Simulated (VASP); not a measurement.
# CdSe: single point with PBE

CdSe:

```
Cd Se
1.0
     0.00000    3.07027    3.07027
     3.07027    0.00000    3.07027
     3.07027    3.07027    0.00000
Cd Se
1 1
Direct
  0.00000 0.00000 0.00000
  0.25000 0.25000 0.25000
```

```json
{"Program": "VASP 6.6.1", "Task": "single point", "Functional": "PBE", "Potentials or basis": "VASP PAW PBE potentials, release 64 (Cd, Se)", "Cutoff": "520 eV", "k mesh": "6 × 6 × 6", "Occupations": "fermi-dirac, width 0.05 eV", "Spin": "no spin polarisation", "Dipole correction": "no", "Further INCAR settings": "ALGO = Normal; EDIFF = 1e-06; NBANDS = 16"}
```

| Property | Result |
| --- | --- |
| Pressure | 1.6 GPa |
| Band gap on the k mesh | 0.55 eV |

Levels at points of the mesh, in eV from the valence-band top:
| k point | band 5 | band 6 | band 7 | band 8 | band 9 | band 10 | band 11 | band 12 | band 13 | band 14 |
| --- | --- | --- | --- | --- | --- | --- | --- | --- | --- | --- |
| (0.00, 0.00, 0.00) | -7.50 | -7.50 | 0.00 | 0.00 | 0.00 | 0.55 | 5.93 | 5.93 | 5.93 | 9.67 |
| (0.50, 0.00, 0.00) | -7.48 | -7.23 | -4.23 | -0.71 | -0.71 | 2.36 | 6.43 | 6.43 | 7.34 | 9.97 |
| (0.50, 0.50, 0.00) | -7.45 | -7.17 | -3.95 | -1.76 | -1.76 | 3.19 | 3.73 | 8.98 | 10.05 | 10.05 |

Wall time 7.9 s on 1 thread of Intel(R) Xeon(R) Platinum 8488C (Sapphire Rapids), on a shared host, peak memory 0.18 GiB.
